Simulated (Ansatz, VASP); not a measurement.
Two plane-wave programs on KCaCl3

File INCAR:

```
ALGO     = Normal         # electronic algorithm
EDIFF    = 1E-6           # SCF threshold, eV
ENCUT    = 520            # plane-wave cutoff, eV
ISIF     = 2              # what is computed and relaxed
ISMEAR   = 0              # smearing method
LASPH    = True           # aspherical terms in the spheres
LCHARG   = False          # write CHGCAR
LREAL    = False          # projectors in reciprocal space
LWAVE    = False          # write WAVECAR
NBANDS   = 28             # bands
NELM     = 60             # most SCF steps
PREC     = Accurate       # precision mode
SIGMA    = 0.05           # smearing width, eV
```

The input KPOINTS:

```
k-points
0
Gamma
  4 4 4
```

POSCAR

```
KCaCl3
1.0
    5.3935230000      0.0000000000      0.0000000000
    0.0000000000      5.3935230000      0.0000000000
    0.0000000000      0.0000000000      5.3935230000
K Ca Cl
1 1 3
Direct
    0.0000000000      0.0000000000      0.0000000000
    0.5000000000      0.5000000000      0.5000000000
    0.0000000000      0.5000000000      0.5000000000
    0.5000000000      0.0000000000      0.5000000000
    0.5000000000      0.5000000000      0.0000000000
```

Input for Ansatz:

```yaml
crystal:
  lattice:
    - [5.393523, 0.0, 0.0]
    - [0.0, 5.393523, 0.0]
    - [0.0, 0.0, 5.393523]
  atoms:
    - { symbol: K, position: [0.0, 0.0, 0.0] }
    - { symbol: Ca, position: [0.5, 0.5, 0.5] }
    - { symbol: Cl, position: [0.0, 0.5, 0.5] }
    - { symbol: Cl, position: [0.5, 0.0, 0.5] }
    - { symbol: Cl, position: [0.5, 0.5, 0.0] }
basis:
  ecutwfc: 420
kpoints:
  mp_grid: { grid: [4, 4, 4] }
hamiltonian:
  xc: lda
scf:
  occupations: { method: gaussian, width: 0.05 }
output:
  forces: true
  stress: true
  eigenvalues: true
```

Alike in both runs: task single point; functional LDA; k mesh 4 × 4 × 4; occupations gaussian, width 0.05 eV; no spin polarisation.

|  | VASP | Ansatz |
| --- | --- | --- |
| version | VASP 6.6.1 | Ansatz 0.2.0 |
| potentials or method | VASP PAW LDA potentials, release 64 (K_sv, Ca_sv, Cl), cutoff 520 eV | scalar-relativistic, plane waves, PAW |
| valence electrons in the cell | 40 | 40 |

|  | VASP | Ansatz | Ansatz less VASP |
| --- | --- | --- | --- |
| gap on the k mesh at the Fermi level (eV) | 4.36 | 4.35 | -0.006 |
| least direct gap on the mesh (eV) | 4.65 | 4.64 | -0.002 |
| pressure (GPa) | -2.6 | -2.7 | -0.06 |

LDA's correlation is that of Perdew and Zunger in VASP and of Perdew and Wang (1992) in Ansatz.
